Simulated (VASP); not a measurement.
# Sb in VASP: a series of runs

The runs below take Sb through single point, with PBE+D3(BJ).

All numbers are computed with VASP 6.6.1; they aren't measurements. Logs are shortened: lines on timing, memory, paths and dates and some standing lists are left out, and cuts for length are marked.

### Step 1. The cell of the first run

The cell holds a slab with vacuum, 2 atoms: a = 4.021 Å, b = 4.021 Å, c = 21.529 Å, α = 90.00°, β = 90.00°, γ = 120.00°.

### Step 2. Single point, PBE+D3(BJ)

File INCAR:

```
  PREC = Accurate
  ENCUT = 520
  EDIFF = 1E-6
  ISMEAR = 0
  SIGMA = 0.05
  LREAL = F
  LASPH = T
  NELM = 100
  ALGO = Normal
  ISIF = 2
  LWAVE = F
  LCHARG = F
  LDIPOL = T
  IDIPOL = 3
  DIPOL = 0.5 0.5 0.500
  GGA = PE
  IVDW = 12
  NBANDS = 12
```

File KPOINTS:

```
regular mesh
0
Gamma
  12 12 1
```

File POSCAR:

```
Sb
1.0
    4.0214023700      0.0000000000      0.0000000000
   -2.0107011800      3.4826366100      0.0000000000
    0.0000000000      0.0000000000     21.5290000108
Sb
2
Direct
    0.3333333300      0.6666666700      0.5355102422
    0.6666666700      0.3333333300      0.4644897578
```

Potentials or basis: VASP PAW PBE potentials, release 64 (Sb).

The run is started by

```bash
$ cat potpaw_PBE.64/Sb/POTCAR > POTCAR
$ mpirun -np 1 vasp_std > vasp.out
```

OUTCAR:

```text
PREC = Accurate
   ENCUT = 520
   EDIFF = 1E-6
   ISMEAR = 0
   LREAL = F
   LASPH = T
   NELM = 100
   ISIF = 2
   GGA = PE
   IVDW = 12
 IVDW          = 12

 ion  position               nearest neighbor table
   1  0.333  0.667  0.536-   2 2.78   2 2.78   2 2.78
   2  0.667  0.333  0.464-   1 2.78   1 2.78   1 2.78

  LATTYP: Found a hexagonal cell.
 ALAT       =     4.0214023700
 C/A-ratio  =     5.3536050437

  Lattice vectors:

 A1 = (   4.0214023700,   0.0000000000,   0.0000000000)
 A2 = (  -2.0107011800,   3.4826366100,   0.0000000000)
 A3 = (   0.0000000000,   0.0000000000,  21.5290000108)

Analysis of symmetry for initial positions (statically):
=====================================================================
 Subroutine PRICEL returns:
 Original cell was already a primitive cell.

 Routine SETGRP: Setting up the symmetry group for a
 hexagonal supercell.

 Subroutine GETGRP returns: Found 12 space group operations
 (whereof 12 operations were pure point group operations)
 out of a pool of 24 trial point group operations.

The static configuration has the point symmetry D_3d.

Analysis of symmetry for dynamics (positions and initial velocities):
=====================================================================
 Subroutine PRICEL returns:
 Original cell was already a primitive cell.

 Routine SETGRP: Setting up the symmetry group for a
 hexagonal supercell.

 Subroutine GETGRP returns: Found 12 space group operations
 (whereof 12 operations were pure point group operations)
 out of a pool of 24 trial point group operations.

The dynamic configuration has the point symmetry D_3d.

 Subroutine INISYM returns: Found 12 space group operations
 (whereof 12 operations are pure point group operations),
 and found     1 'primitive' translations

----------------------------------------------------------------------------------------

                                     Primitive cell

  volume of cell :     301.5154

  direct lattice vectors                    reciprocal lattice vectors
     4.021402370  0.000000000  0.000000000     0.248669471  0.143569386  0.000000000
    -2.010701180  3.482636610  0.000000000     0.000000000  0.287138772  0.000000000
     0.000000000  0.000000000 21.529000011     0.000000000  0.000000000  0.046448976

  length of vectors
     4.021402370  4.021402366 21.529000011     0.287138772  0.287138772  0.046448976

  position of ions in fractional coordinates (direct lattice)
     0.333333330  0.666666670  0.535510242
     0.666666670  0.333333330  0.464489758

  ion indices of the primitive-cell ions
   primitive index   ion index
                 1           1
                 2           2

----------------------------------------------------------------------------------------

 KPOINTS: regular mesh

Automatic generation of k-mesh.
 Grid dimensions read from file:
 generate k-points for:   12   12    1

 Generating k-lattice:

  Cartesian coordinates                     Fractional coordinates (reciprocal lattice)
     0.020722456  0.011964115  0.000000000     0.083333333  0.000000000  0.000000000
     0.000000000  0.023928231  0.000000000     0.000000000  0.083333333  0.000000000
     0.000000000  0.000000000  0.046448976     0.000000000  0.000000000  1.000000000

  Length of vectors
     0.023928231  0.023928231  0.046448976

  Shift w.r.t. Gamma in fractional coordinates (k-lattice)
     0.000000000  0.000000000  0.000000000

 Subroutine IBZKPT returns following result:
 ===========================================

 Found     19 irreducible k-points:

 Following reciprocal coordinates:
            Coordinates               Weight
  0.000000  0.000000  0.000000      1.000000
  0.083333  0.000000  0.000000      6.000000
  0.166667  0.000000  0.000000      6.000000
  0.250000  0.000000  0.000000      6.000000
  0.333333  0.000000  0.000000      6.000000
  0.416667  0.000000  0.000000      6.000000
[... 11 lines left out ...]
  0.333333  0.250000  0.000000     12.000000
  0.333333  0.333333  0.000000      2.000000
   k-points           NKPTS =     19   k-points in BZ     NKDIM =     19   number of bands    NBANDS=     12
   number of dos      NEDOS =    301   number of ions     NIONS =      2
   total plane-waves  NPLWV = 144000
   dimension x,y,z NGX =    30 NGY =   30 NGZ =  160
   dimension x,y,z NGXF=    60 NGYF=   60 NGZF=  320
   ions per type =               2
   NGX,Y,Z   is equivalent  to a cutoff of  12.40, 12.40, 12.36 a.u.
   NGXF,Y,Z  is equivalent  to a cutoff of  24.80, 24.80, 24.71 a.u.
 SYSTEM =  unknown system
   PREC   = accura    normal or accurate (medium, high low for compatibility)
   ISTART =      0    job   : 0-new  1-cont  2-samecut
   ICHARG =      2    charge: 1-file 2-atom 10-const
   ISPIN  =      1    spin polarized calculation?
   LNONCOLLINEAR =      F non collinear calculations
   LSORBIT =      F    spin-orbit coupling
   LASPH  =      T    aspherical Exc in radial PAW
   ENCUT  =  520.0 eV  38.22 Ry    6.18 a.u.   7.48  7.48 40.03*2*pi/ulx,y,z
   NELM   =    100;   NELMIN=  2; NELMDL= -5     # of ELM steps
   EDIFF  = 0.1E-05   stopping-criterion for ELM
   LREAL  =      F    real-space projection
   EDIFFG = 0.1E-04   stopping-criterion for IOM
   NSW    =      0    number of steps for IOM
   IBRION =     -1    ionic relax: 0-MD 1-quasi-New 2-CG
   NFREE  =      0    steps in history (QN), initial steepest desc. (CG)
   ISIF   =      2    stress and relaxation
   ISYM   =      2    0-nonsym 1-usesym 2-fastsym
   POTIM  = 0.5000    time-step for ionic-motion
   TEBEG  =    0.0;   TEEND  =   0.0 temperature during run
   PSTRESS=    0.0 pullay stress
   NELECT =      10.0000    total number of electrons
   NUPDOWN=      -1.0000    fix difference up-down
   EMIN   =  10.00;   EMAX   =-10.00  energy-range for DOS
   EFERMI =   0.00;   METHOD = LEGACY
   ISMEAR =     0;   SIGMA  =   0.05  broadening in eV -4-tet -1-fermi 0-gaus
   EFERMI_NEDOS =   21; number of points for ismear=-14 and -15
   IALGO  =     38    algorithm
   IMIX   =      4    mixing-type and parameters
     AMIX     =   0.40;   BMIX     =  1.00
     AMIX_MAG =   1.60;   BMIX_MAG =  1.00
  volume/ion in A,a.u.               =     150.76      1017.36
  Fermi-wavevector in a.u.,A,eV,Ry     =   0.525983  0.993964  3.764161  0.276658
  Thomas-Fermi vector in A             =   1.546464
   LORBIT       =      0    0 simple, 1 ext, 2 COOP (PROOUT), +10 PAW based schemes
   GGA     = PE    functional components
   LHFCALC =     F    Hartree Fock is set to
   AEXX    =    0.0000 exact exchange contribution
   IVDW    =    12    specifies the selected vdW correction
   LEPSILON=     F    determine dielectric tensor
   LRPA    =     F    only Hartree local field effects (RPA)
 non-spin polarized calculation
 Gauss-broadening in eV      SIGMA  =   0.05
  energy-cutoff  :      520.00
  volume of cell :      301.52
 maximum number of plane-waves:      8167
 NGX is ok and might be reduce to    30
   NGX = 15   NGY = 15   NGZ = 81

 number of electron      10.0000000 magnetization

 dipolmoment           0.000000      0.000000      0.000000 electrons x Angstroem

 number of electron       9.9999999 magnetization

 dipolmoment           0.000000      0.000000     -0.000000 electrons x Angstroem

 Free energy of the ion-electron system (eV)
  ---------------------------------------------------
  ext. energy  EPLUGINS =         0.00000000
  ---------------------------------------------------
  free energy    TOTEN  =        -7.97037461 eV

  energy without entropy =       -7.97037461  energy(sigma->0) =       -7.97037461

 E-fermi :  -2.6294     XC(G=0):  -2.5403

 val. band max:       -2.8360064937   @ k =   0.0000   0.0000   0.0000
 cond. band min:      -1.3467967784   @ k =   0.3333   0.0000   0.0000
 fundamental gap:      1.4892097154
 Fermi energy:        -2.6294103910

 k-point     1 :       0.0000    0.0000    0.0000
  band No.  band energies     occupation
      1     -14.5823      2.00000
      2      -8.7574      2.00000
      3      -3.1169      2.00000
      4      -2.8360      2.00000
      5      -2.8360      2.00000
      6      -1.0108      0.00000
      7       0.2640      0.00000
      8       0.2640      0.00000
      9       1.7052      0.00000
     10       2.0121      0.00000
     11       2.6927      0.00000
     12       3.1302      0.00000

 k-point     2 :       0.0833    0.0000    0.0000
  band No.  band energies     occupation
      1     -14.5015      2.00000
      2      -8.7489      2.00000
      3      -3.6243      2.00000
      4      -3.0794      2.00000
      5      -3.0265      2.00000
      6      -0.4866      0.00000
      7       0.2126      0.00000
      8       0.4731      0.00000
      9       1.8044      0.00000
     10       2.0927      0.00000
     11       2.7680      0.00000
     12       3.2167      0.00000

 k-point     3 :       0.1667    0.0000    0.0000
  band No.  band energies     occupation
      1     -14.2616      2.00000
      2      -8.7709      2.00000
      3      -4.7910      2.00000
      4      -3.4459      2.00000
      5      -3.0018      2.00000
      6      -0.8125      0.00000
      7       0.8945      0.00000
      8       0.9292      0.00000
      9       2.0569      0.00000
     10       2.3404      0.00000
     11       2.9696      0.00000
     12       3.4576      0.00000
[... 211 lines left out ...]
 k-point    18 :       0.3333    0.2500    0.0000
  band No.  band energies     occupation
      1     -12.0062      2.00000
      2     -10.8995      2.00000
      3      -6.4810      2.00000
      4      -4.8815      2.00000
      5      -4.0644      2.00000
      6      -0.7798      0.00000
      7       0.9391      0.00000
      8       1.4444      0.00000
      9       3.6086      0.00000
     10       4.3759      0.00000
     11       4.6765      0.00000
     12       4.9133      0.00000

 k-point    19 :       0.3333    0.3333    0.0000
  band No.  band energies     occupation
      1     -11.4421      2.00000
      2     -11.4421      2.00000
      3      -6.6867      2.00000
      4      -4.4525      2.00000
      5      -4.4525      2.00000
      6      -1.0004      0.00000
      7       1.3743      0.00000
      8       1.3743      0.00000
      9       4.1186      0.00000
     10       4.7285      0.00000
     11       4.7285      0.00000
     12       5.1236      0.00000

------------------------ aborting loop because EDIFF is reached ----------------------------------------

 vacuum level on the upper side and lower side of the slab       (xc-potential included)        -0.007        -0.007

 Edisp (eV)   -0.48915

 E8    (eV) :    -0.2433

  FORCE on cell =-STRESS in cart. coord.  units (eV):
  Direction    XX          YY          ZZ          XY          YZ          ZX
  --------------------------------------------------------------------------------------
  -------------------------------------------------------------------------------------
  Total       1.69228     1.69228     2.34814     0.00000     0.00000     0.00000
  in kB       8.99235     8.99235    12.47740     0.00000     0.00000     0.00000
  external pressure =       10.15 kB  Pullay stress =        0.00 kB

 VOLUME and BASIS-vectors are now :
 -----------------------------------------------------------------------------
  energy-cutoff  :      520.00
  volume of cell :      301.52
      direct lattice vectors                 reciprocal lattice vectors
     4.021402370  0.000000000  0.000000000     0.248669471  0.143569386  0.000000000
    -2.010701180  3.482636610  0.000000000     0.000000000  0.287138772  0.000000000
     0.000000000  0.000000000 21.529000011     0.000000000  0.000000000  0.046448976

 POSITION                                       TOTAL-FORCE (eV/Angst)
 -----------------------------------------------------------------------------------
     -0.00000      2.32176     11.52900        -0.000000     -0.000000      1.538629
      2.01070      1.16088     10.00000         0.000000      0.000000     -1.538629
 -----------------------------------------------------------------------------------
    total drift:                                0.000000      0.000000     -0.000000

  FREE ENERGIE OF THE ION-ELECTRON SYSTEM (eV)
  ---------------------------------------------------
  free  energy   TOTEN  =        -8.4595272212 eV

  energy  without entropy=       -8.4595272212  energy(sigma->0) =       -8.45952722

 vacuum level on the upper side and lower side of the slab         2.218         2.218
```

It took 42 s on 1 thread of Intel Xeon 6975P-C (Granite Rapids), shared host; peak memory 0.39 GiB.

Results:

| Property | Result |
| --- | --- |
| Free energy | -8.4595 eV |
| Largest force | 1.539 eV/Å |
| Band gap on the k mesh | 1.49 eV, indirect (least direct gap 1.77 eV) |
| Dispersion energy per atom | -0.245 eV |

Forces on the atoms (eV/Å):
```
Sb   0.000  0.000  1.539
Sb   0.000  0.000 -1.539
```

Caveat: spin-orbit coupling is left out, which moves the levels of the heavy elements.

### Step 3. Single point, PBE+D3(BJ)

This run uses another cell than the first one, of 154.05 Å³/atom, 1.022 times its volume.

File INCAR:

```
PREC = Accurate ; ENCUT = 520
EDIFF = 1E-7 ; ISMEAR = 0
SIGMA = 0.05 ; LREAL = F
LASPH = T ; NELM = 80
ALGO = Normal ; ISIF = 2
LWAVE = F ; LCHARG = T
LDIPOL = T ; IDIPOL = 3
DIPOL = 0.5 0.5 0.500 ; GGA = PE
IVDW = 12 ; LELF = T
LVHAR = T ; LVACPOTAV = T
NBANDS = 12
```

KPOINTS is that of step 2.

File POSCAR:

```
Sb
1.0
    4.0650359194     -0.0000000029      0.0000000000
   -2.0325179572      3.5204243750      0.0000000000
    0.0000000000      0.0000000000     21.5290000108
Sb
2
Direct
    0.3333333333      0.6666666667      0.5383537666
    0.6666666667      0.3333333333      0.4616462334
```

Potentials or basis: VASP PAW PBE potentials, release 64 (Sb).

The run is started by

```bash
$ cat potpaw_PBE.64/Sb/POTCAR > POTCAR
$ mpirun -np 1 vasp_std > vasp.out
```

Wall time 40 s (1 thread of Intel Xeon 6975P-C (Granite Rapids), shared host); peak memory 0.39 GiB.

The run converged. Its results:

| Item | Value |
| --- | --- |
| Free energy | -8.5743 eV |
| Largest force | 0.089 eV/Å |
| Band gap on the k mesh | 1.18 eV, indirect (least direct gap 1.64 eV) |
| Dispersion energy per atom | -0.237 eV |

Forces on the atoms (eV/Å):
```
Sb   0.000  0.000  0.089
Sb   0.000  0.000 -0.089
```

Levels at points of the mesh, in eV from the valence-band top:
```csv
k point,band 1,band 2,band 3,band 4,band 5,band 6,band 7,band 8,band 9,band 10
"(0.00, 0.00, 0.00)",-11.51,-6.44,-0.78,0.00,0.00,1.64,2.80,2.80,4.18,4.42
"(0.50, 0.00, 0.00)",-9.51,-7.90,-3.11,-1.62,-1.61,1.57,2.31,3.52,4.94,6.77
```

Caveat: spin-orbit coupling is left out, which moves the levels of the heavy elements.

### Step 4. Single point, PBE+D3(BJ)

This run uses another cell than the first one, of 154.05 Å³/atom, 1.022 times its volume.

File INCAR:

```
PREC = Accurate ; ENCUT = 400
EDIFF = 1E-6 ; ISMEAR = 0
SIGMA = 0.05 ; LREAL = F
LASPH = T ; NELM = 120
ALGO = Normal ; ISIF = 2
LWAVE = F ; LCHARG = T
LDIPOL = T ; IDIPOL = 3
DIPOL = 0.5 0.5 0.500 ; GGA = PE
IVDW = 12 ; LELF = T
LVHAR = T ; LVACPOTAV = T
NBANDS = 22 ; GGA_COMPAT = F
NELMDL = -8
```

KPOINTS is that of step 3.

POSCAR is that of step 3.

Potentials or basis: VASP PAW PBE potentials, release 64 (Sb_d_GW).

The run is started by

```bash
$ cat potpaw_PBE.64/Sb_d_GW/POTCAR > POTCAR
$ mpirun -np 1 vasp_std > vasp.out
```

It took 5.4 min on 1 thread of AMD EPYC 7R13 (Zen 3), shared host; peak memory 0.33 GiB.

It converged, with:

```yaml
Free_energy: -8.6203 eV
Largest_force: 0.006 eV/Å
Band_gap_on_the_k_mesh: 1.17 eV, indirect (least direct gap 1.67 eV)
Dispersion_energy_per_atom: -0.237 eV
Ionisation_potential_of_the_upper_face: 4.69 eV
```

Forces on the atoms (eV/Å):
```
Sb   0.000  0.000  0.006
Sb   0.000  0.000 -0.006
```

Levels at points of the mesh, in eV from the valence-band top:
```csv
k point,band 12,band 13,band 14,band 15,band 16,band 17,band 18,band 19
"(0.00, 0.00, 0.00)",-6.50,-0.82,0.00,0.00,1.67,2.78,2.78,4.16
"(0.50, 0.00, 0.00)",-7.90,-3.14,-1.65,-1.62,1.58,2.28,3.49,4.94
```

Caveat: spin-orbit coupling is left out, which moves the levels of the heavy elements.

### Step 5. The runs side by side

| potentials or basis | cell | cutoff (eV) | second run | gap on the mesh (eV) | largest force (eV/Å) |
| --- | --- | --- | --- | --- | --- |
| VASP PAW PBE potentials, release 64 (Sb) | a = 4.021, b = 4.021, c = 21.529 Å, angles 90.0, 90.0, 120.0°, 2 atoms | 520 | - | 1.49 | 1.54 |
| VASP PAW PBE potentials, release 64 (Sb) | a = 4.065, b = 4.065, c = 21.529 Å, angles 90.0, 90.0, 120.0°, 2 atoms | 520 | - | 1.18 | 0.09 |
| VASP PAW PBE potentials, release 64 (Sb_d_GW) | a = 4.065, b = 4.065, c = 21.529 Å, angles 90.0, 90.0, 120.0°, 2 atoms | 400 | valence_matched | 1.17 | 0.01 |

Alike in all rows: task single point; level PBE+D3(BJ); no spin polarisation; k mesh 12 × 12 × 1; smearing gaussian 0.05 eV.

Caveats: spin-orbit coupling is left out, which moves the levels of the heavy elements.

Absolute energies hang on the potentials; compare differences alone.
